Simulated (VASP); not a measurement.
# AlSi16 (a cell with a defect) in VASP: further runs

The runs below take AlSi16 (a cell with a defect) through single point, with PBE.

Everything below comes from runs of VASP 6.6.1. Logs are shortened: lines on timing, memory, paths and dates and some standing lists are left out, and cuts for length are marked.

## (1) The cell of the first run

The cell holds a defect, 17 atoms: a = 7.679 Å, b = 7.679 Å, c = 7.679 Å, α = 60.00°, β = 60.00°, γ = 60.00°.

## (2) Single point, PBE, collinear spin, zero start

INCAR

```
ALGO = Normal
EDIFF = 1E-6
ENCUT = 520
GGA = PE
ISIF = 2
ISMEAR = 0
ISPIN = 2
LASPH = T
LCHARG = T
LELF = T
LORBIT = 11
LREAL = Auto
LVHAR = T
LWAVE = F
MAGMOM = 0 0 0 0 0 0 0 0 0 0 0 0 0 0 0 0 0
NBANDS = 52
NELM = 150
PREC = Accurate
SIGMA = 0.05
```

KPOINTS

```
k-points
0
Gamma
  2 2 2
```

POSCAR

```
AlSi16
1.0
    0.0000000000      5.4300000000      5.4300000000
    5.4300000000      0.0000000000      5.4300000000
    5.4300000000      5.4300000000      0.0000000000
Si Al
16 1
Direct
   -0.0509704420      0.0170424494      0.0169056169
    0.1188016575      0.1129344383      0.1128047882
    0.0051073665     -0.0219432781      0.5083766114
    0.1188374770      0.1129288214      0.6553490792
    0.0051046041      0.5085079190     -0.0220736648
    0.1188317680      0.6554838858      0.1127995396
    0.0051381215      0.5084963168      0.5083670350
    0.1689922652      0.6104003683      0.6102701657
    0.4929871087     -0.0013130755     -0.0014349908
    0.5747284530      0.1418081952      0.1416827808
    0.4930253223     -0.0013221915      0.5096581031
    0.6329998158      0.1156001842      0.6256637201
    0.4930188766      0.5097846225     -0.0014431860
    0.6329969613      0.6257855433      0.1154802026
    0.5412775322      0.4863011050      0.4861808471
    0.6330321363      0.6257765193      0.6256555249
    1.1208337937      0.2931120626      0.2929783610
```

Potentials or basis: VASP PAW PBE potentials, release 64 (Si, Al).

Command:

```sh
> cat potpaw_PBE.64/Si/POTCAR potpaw_PBE.64/Al/POTCAR > POTCAR
> mpirun -np 1 vasp_std > vasp.out
```

OUTCAR:

```text
EDIFF = 1E-6
   ENCUT = 520
   GGA = PE
   ISIF = 2
   ISMEAR = 0
   ISPIN = 2
   LASPH = T
   LORBIT = 11
   LREAL = Auto
   NELM = 150
   PREC = Accurate

 ion  position               nearest neighbor table
   1  0.949  0.017  0.017-   4 2.29   2 2.29   6 2.29  10 2.35
   2  0.119  0.113  0.113-   1 2.29   9 2.35  17 2.41   3 2.48   5 2.48
   3  0.005  0.978  0.508-   8 2.32  12 2.33  17 2.46   2 2.48   4 2.48
   4  0.119  0.113  0.655-   1 2.29  11 2.35  17 2.41   7 2.48   3 2.48
   5  0.005  0.509  0.978-   8 2.32  14 2.33  17 2.46   2 2.48   6 2.48
   6  0.119  0.655  0.113-   1 2.29  13 2.35  17 2.41   7 2.48   5 2.48
   7  0.005  0.508  0.508-   8 2.32  16 2.33  17 2.46   4 2.48   6 2.48
   8  0.169  0.610  0.610-   3 2.32   5 2.32   7 2.32  15 2.33
   9  0.493  0.999  0.999-  10 2.32  14 2.34  12 2.34   2 2.35  17 3.25
  10  0.575  0.142  0.142-  11 2.32  13 2.32   9 2.32   1 2.35  17 2.85
  11  0.493  0.999  0.510-  10 2.32  12 2.34  16 2.34   4 2.35  17 3.25
  12  0.633  0.116  0.626-  15 2.33   3 2.33  11 2.34   9 2.34
  13  0.493  0.510  0.999-  10 2.32  14 2.34  16 2.34   6 2.35  17 3.25
  14  0.633  0.626  0.115-  15 2.33   5 2.33  13 2.34   9 2.34
  15  0.541  0.486  0.486-  14 2.33  12 2.33  16 2.33   8 2.33
  16  0.633  0.626  0.626-  15 2.33   7 2.33  11 2.34  13 2.34
  17  0.121  0.293  0.293-   6 2.41   4 2.41   2 2.41   5 2.46   3 2.46   7 2.46  10 2.85   9 3.25
                            13 3.25  11 3.25

  LATTYP: Found a face centered cubic cell.
 ALAT       =    10.8600000000

  Lattice vectors:

 A1 = (   0.0000000000,   5.4300000000,   5.4300000000)
 A2 = (   5.4300000000,   0.0000000000,   5.4300000000)
 A3 = (   5.4300000000,   5.4300000000,   0.0000000000)

Analysis of symmetry for initial positions (statically):
=====================================================================
 Subroutine PRICEL returns:
 Original cell was already a primitive cell.

 Routine SETGRP: Setting up the symmetry group for a
 face centered cubic supercell.

 Subroutine GETGRP returns: Found  1 space group operations
 (whereof  1 operations were pure point group operations)
 out of a pool of 48 trial point group operations.

The static configuration has the point symmetry C_1 .

Analysis of symmetry for dynamics (positions and initial velocities):
=====================================================================
 Subroutine PRICEL returns:
 Original cell was already a primitive cell.

 Routine SETGRP: Setting up the symmetry group for a
 face centered cubic supercell.

 Subroutine GETGRP returns: Found  1 space group operations
 (whereof  1 operations were pure point group operations)
 out of a pool of 48 trial point group operations.

The dynamic configuration has the point symmetry C_1 .

[... 172 lines left out ...]
  free energy    TOTEN  =       -86.13146920 eV

  energy without entropy =      -86.11826317  energy(sigma->0) =      -86.12486618

 E-fermi :   6.9445     XC(G=0):  -9.6713

 val. band max:        6.7443034666   @ k =   0.0000   0.5000   0.5000
 cond. band min:       6.9710223683   @ k =   0.0000   0.0000   0.0000
 fundamental gap:      0.2267189017
 Fermi energy:         6.9444703339

 spin component 1

 k-point     1 :       0.0000    0.0000    0.0000
  band No.  band energies     occupation
      1      -5.9405      1.00000
      2      -3.5444      1.00000
      3      -3.4937      1.00000
      4      -3.4936      1.00000
      5      -3.4732      1.00000
      6      -2.1144      1.00000
[... 373 lines left out ...]
     44      10.3265      0.00000
     45      10.4641      0.00000
 Fermi energy:         6.9444703339

 spin component 2

 k-point     1 :       0.0000    0.0000    0.0000
  band No.  band energies     occupation
      1      -5.9405      1.00000
      2      -3.5444      1.00000
      3      -3.4937      1.00000
      4      -3.4936      1.00000
      5      -3.4732      1.00000
      6      -2.1144      1.00000
[... 373 lines left out ...]
     44      10.3265      0.00000
     45      10.4641      0.00000
 [bands above 45 left out]

------------------------ aborting loop because EDIFF is reached ----------------------------------------

  FORCE on cell =-STRESS in cart. coord.  units (eV):
  Direction    XX          YY          ZZ          XY          YZ          ZX
  --------------------------------------------------------------------------------------
  -------------------------------------------------------------------------------------
  Total       10.7367736     10.7353854     10.7344827      1.2146673     -1.2160640      1.2156649
  in kB       53.7223364     53.7153905     53.7108740      6.0776888     -6.0846770      6.0826800
  external PRESSURE =      53.7162003 kB  Pullay stress =       0.0000000 kB

 VOLUME and BASIS-vectors are now :
 -----------------------------------------------------------------------------
  energy-cutoff  :      520.00
  volume of cell :      320.21
      direct lattice vectors                 reciprocal lattice vectors
     0.000000000  5.430000000  5.430000000    -0.092081031  0.092081031  0.092081031
     5.430000000  0.000000000  5.430000000     0.092081031 -0.092081031  0.092081031
     5.430000000  5.430000000  0.000000000     0.092081031  0.092081031 -0.092081031

 POSITION                                       TOTAL-FORCE (eV/Angst)
 -----------------------------------------------------------------------------------
      0.18434      5.24503      5.24577         0.059348     -0.058739     -0.059514
      1.22576      1.25762      1.25833        -0.010998     -0.078567     -0.078800
      8.07133      2.78822      5.33858         0.046406     -0.046356      0.046598
      4.17175      4.20383      1.25849         0.078877      0.010922     -0.078568
      8.07134      5.33786      2.78892         0.045964      0.046304     -0.045639
      4.17178      1.25776      4.20453         0.078571     -0.078700      0.010970
[... 9 lines left out ...]
      6.79528      6.83467      6.83533         0.005188     -0.008591     -0.008702
      3.18247      2.24700      2.24773        -0.553082      0.550883      0.553150
 -----------------------------------------------------------------------------------
    total drift:                               -0.002211      0.002325      0.003360

  FREE ENERGIE OF THE ION-ELECTRON SYSTEM (eV)
  ---------------------------------------------------
  free  energy   TOTEN  =       -86.1314692006 eV

  energy  without entropy=      -86.1182631689  energy(sigma->0) =      -86.12486618

 total charge

# of ion       s       p       d       tot
------------------------------------------
    1        0.762   0.960   0.000   1.722
    2        0.761   0.924   0.000   1.685
    3        0.752   0.924   0.000   1.676
    4        0.761   0.924   0.000   1.685
    5        0.752   0.924   0.000   1.676
    6        0.761   0.924   0.000   1.685
[... 9 lines left out ...]
   16        0.744   0.955   0.000   1.698
   17        0.476   0.388   0.000   0.864
--------------------------------------------------
tot         12.483  15.455   0.000  27.938

 magnetization (x)

# of ion       s       p       d       tot
------------------------------------------
    1       -0.000   0.000   0.000   0.000
    2       -0.000  -0.000   0.000  -0.000
    3       -0.000  -0.000   0.000  -0.000
    4       -0.000  -0.000   0.000  -0.000
    5       -0.000  -0.000   0.000  -0.000
    6        0.000  -0.000   0.000  -0.000
[... 9 lines left out ...]
   16       -0.000  -0.000   0.000  -0.000
   17       -0.000  -0.000   0.000  -0.000
--------------------------------------------------
tot         -0.000  -0.000   0.000  -0.000
```

OSZICAR:

```text
N       E                     dE             d eps       ncg     rms          rms(c)
DAV:   1     0.151209895869E+03    0.15121E+03   -0.25180E+04  1664   0.106E+03
DAV:   2    -0.743092412621E+02   -0.22552E+03   -0.21123E+03  2036   0.160E+02
DAV:   3    -0.876276602253E+02   -0.13318E+02   -0.13046E+02  2196   0.342E+01
DAV:   4    -0.878781673938E+02   -0.25051E+00   -0.24947E+00  2096   0.580E+00
DAV:   5    -0.878843363824E+02   -0.61690E-02   -0.61641E-02  2104   0.876E-01    0.143E+01
DAV:   6    -0.866185369835E+02    0.12658E+01   -0.83365E-01  2000   0.274E+00    0.874E+00
DAV:   7    -0.861240034244E+02    0.49453E+00   -0.13437E+00  1944   0.325E+00    0.866E-01
DAV:   8    -0.861288915392E+02   -0.48881E-02   -0.98348E-02  2000   0.106E+00    0.509E-01
DAV:   9    -0.861303822708E+02   -0.14907E-02   -0.84091E-03  2028   0.298E-01    0.228E-01
DAV:  10    -0.861311820699E+02   -0.79980E-03   -0.15502E-03  1952   0.123E-01    0.106E-01
DAV:  11    -0.861314125030E+02   -0.23043E-03   -0.24894E-04  2064   0.570E-02    0.519E-02
DAV:  12    -0.861314620862E+02   -0.49583E-04   -0.52971E-05  1952   0.247E-02    0.221E-02
DAV:  13    -0.861314677473E+02   -0.56611E-05   -0.64417E-06  2096   0.866E-03    0.740E-03
DAV:  14    -0.861314687911E+02   -0.10438E-05   -0.14061E-06  1472   0.404E-03    0.252E-03
DAV:  15    -0.861314692006E+02   -0.40953E-06   -0.29498E-07  1176   0.195E-03
   1 F= -.86131469E+02 E0= -.86124866E+02  d E =-.132060E-01  mag=    -0.0000
```

stdout:

```text
POSCAR found type information on POSCAR SiAl
 POSCAR found :  2 types and      17 ions
 scaLAPACK will be used
 LDA part: xc-table for (Slater+PW92), standard interpolation
 POSCAR, INCAR and KPOINTS ok, starting setup
 FFT: planning ... GRIDC
 FFT: planning ... GRID_SOFT
 FFT: planning ... GRID
 WAVECAR not read
 entering main loop
```

Run time: 4.2 min. Hardware: 1 thread of Intel Xeon 6975P-C (Granite Rapids), shared host; peak memory 0.7 GiB.

What came out:

| Item | Value |
| --- | --- |
| Free energy | -86.1315 eV |
| Pressure | 5.4 GPa |
| Largest force | 0.957 eV/Å |
| Net moment | 0.00 μB per cell |
| Valence electrons inside the program's atomic spheres | Si 1.72, 1.69, 1.68, 1.70 (each value once); Al 0.86 |

Forces on the atoms (eV/Å):
```
Si   0.059 -0.059 -0.060
Si  -0.011 -0.079 -0.079
Si   0.046 -0.046  0.047
Si   0.079  0.011 -0.079
Si   0.046  0.046 -0.046
Si   0.079 -0.079  0.011
Si  -0.046 -0.046 -0.046
Si   0.053 -0.053 -0.053
Si   0.025 -0.032 -0.033
Si   0.080 -0.079 -0.080
Si   0.033 -0.025 -0.033
Si   0.008 -0.008 -0.005
Si   0.033 -0.032 -0.026
Si   0.009 -0.005 -0.008
Si   0.056 -0.056 -0.056
Si   0.005 -0.009 -0.009
Al  -0.553  0.551  0.553
```

Caveat: the k points lie up to 0.50 Å⁻¹ apart; no moment was typed at the start, so none could form.

## (3) Single point, PBE, collinear spin, zero start

INCAR

```
PREC = Accurate
ENCUT = 520
EDIFF = 1E-6
ISMEAR = 0
SIGMA = 0.05
LREAL = Auto
LASPH = T
NELM = 150
ALGO = Normal
ISIF = 2
LWAVE = F
LCHARG = F
ISPIN = 2
MAGMOM = 0 0 0 0 0 0 0 0 0 0 0 0 0 0 0 0 0
LORBIT = 11
GGA = PE
NBANDS = 52
```

KPOINTS

```
Automatic mesh
0
Gamma
  2 2 2
```

POSCAR

```
AlSi16
1.0
    0.0000000000      5.4300000000      5.4300000000
    5.4300000000      0.0000000000      5.4300000000
    5.4300000000      5.4300000000      0.0000000000
Si Al
16 1
Direct
   -0.0459108656      0.0153198895      0.0151874770
    0.1171760589      0.1141364641      0.1140117864
    0.0053004604     -0.0152673112      0.5048932781
    0.1172115101      0.1141347145      0.6544645488
    0.0052972376      0.5050208103     -0.0153935543
    0.1172061694      0.6545958564      0.1140094843
    0.0053286372      0.5050076427      0.5048822284
    0.1600581031      0.6133404236      0.6132140884
    0.4939045120     -0.0015424494     -0.0016612339
    0.5853415285      0.1382337937      0.1381116943
    0.4939429098     -0.0015508287      0.5090930018
    0.6316744936      0.1185555249      0.6247980663
    0.4939372007      0.5092160221     -0.0016688766
    0.6316708103      0.6249166667      0.1184396869
    0.5310080110      0.4896879374      0.4895715470
    0.6317064457      0.6249071823      0.6247896869
    1.1758053407      0.2747497238      0.2746184162
```

Potentials or basis: VASP PAW PBE potentials, release 64 (Si, Al).

Command:

```sh
> cat potpaw_PBE.64/Si/POTCAR potpaw_PBE.64/Al/POTCAR > POTCAR
> mpirun -np 1 vasp_std > vasp.out
```

Wall time 4.2 min (1 thread of Intel Xeon 6975P-C (Granite Rapids), shared host); peak memory 0.7 GiB.

It converged, with:

```yaml
Free_energy: -86.4691 eV
Pressure: 5.3 GPa
Largest_force: 0.662 eV/Å
Net_moment: 0.00 μB per cell
Valence_electrons_inside_the_program's_atomic_spheres: Si 1.74, 1.69, 1.67, 1.70, 1.68, 1.71 (each value once); Al 0.85
```

Forces on the atoms (eV/Å):
```
Si   0.005 -0.006 -0.005
Si   0.047 -0.030 -0.031
Si   0.051 -0.051  0.055
Si   0.031 -0.047 -0.031
Si   0.051  0.055 -0.051
Si   0.031 -0.031 -0.047
Si  -0.054 -0.051 -0.051
Si   0.075 -0.076 -0.075
Si   0.018 -0.023 -0.023
Si  -0.042  0.041  0.041
Si   0.023 -0.018 -0.023
Si   0.034 -0.033  0.011
Si   0.023 -0.023 -0.018
Si   0.034  0.010 -0.033
Si   0.067 -0.068 -0.067
Si  -0.011 -0.034 -0.034
Al  -0.382  0.382  0.382
```

Stress tensor (GPa, compression positive):
```
 5.27  0.23  0.23
 0.23  5.27 -0.23
 0.23 -0.23  5.27
```

Levels at points of the mesh, in eV from the Fermi level:
Spin up:
```
           k point  band 30  band 31  band 32  band 33  band 34  band 35  band 36  band 37
(0.00, 0.00, 0.00)    -1.61    -0.81    -0.79    -0.79    -0.50    -0.21    -0.21     0.00
(0.50, 0.00, 0.00)    -1.56    -1.45    -1.45    -0.60     0.13     0.32     0.32     0.99
(0.00, 0.50, 0.00)    -1.58    -1.50    -1.46    -0.54     0.23     0.30     0.68     0.73
(0.00, 0.00, 0.50)    -1.58    -1.50    -1.46    -0.54     0.23     0.30     0.68     0.73
(0.50, 0.50, 0.50)    -1.58    -1.50    -1.46    -0.54     0.23     0.30     0.68     0.73
(0.50, 0.50, 0.00)    -2.12    -2.05    -1.91    -0.26     0.13     0.95     1.30     1.45
(0.00, 0.50, 0.50)    -2.12    -2.05    -1.91    -0.26     0.13     0.95     1.30     1.45
(0.50, 0.00, 0.50)    -2.12    -2.05    -1.91    -0.26     0.13     0.95     1.30     1.45
```
Spin down:
```tsv
k point	band 31	band 32	band 33	band 34	band 35	band 36
(0.00, 0.00, 0.00)	-0.81	-0.79	-0.79	-0.50	-0.21	-0.21
(0.50, 0.00, 0.00)	-1.45	-1.45	-0.60	0.13	0.32	0.32
(0.00, 0.50, 0.00)	-1.50	-1.46	-0.54	0.23	0.30	0.68
(0.00, 0.00, 0.50)	-1.50	-1.46	-0.54	0.23	0.30	0.68
(0.50, 0.50, 0.50)	-1.50	-1.46	-0.54	0.23	0.30	0.68
(0.50, 0.50, 0.00)	-2.05	-1.91	-0.26	0.13	0.95	1.30
(0.00, 0.50, 0.50)	-2.05	-1.91	-0.26	0.13	0.95	1.30
(0.50, 0.00, 0.50)	-2.05	-1.91	-0.26	0.13	0.95	1.30
```

Caveat: the k points lie up to 0.50 Å⁻¹ apart; no moment was typed at the start, so none could form.

(Part 1 of 2 ends here.)
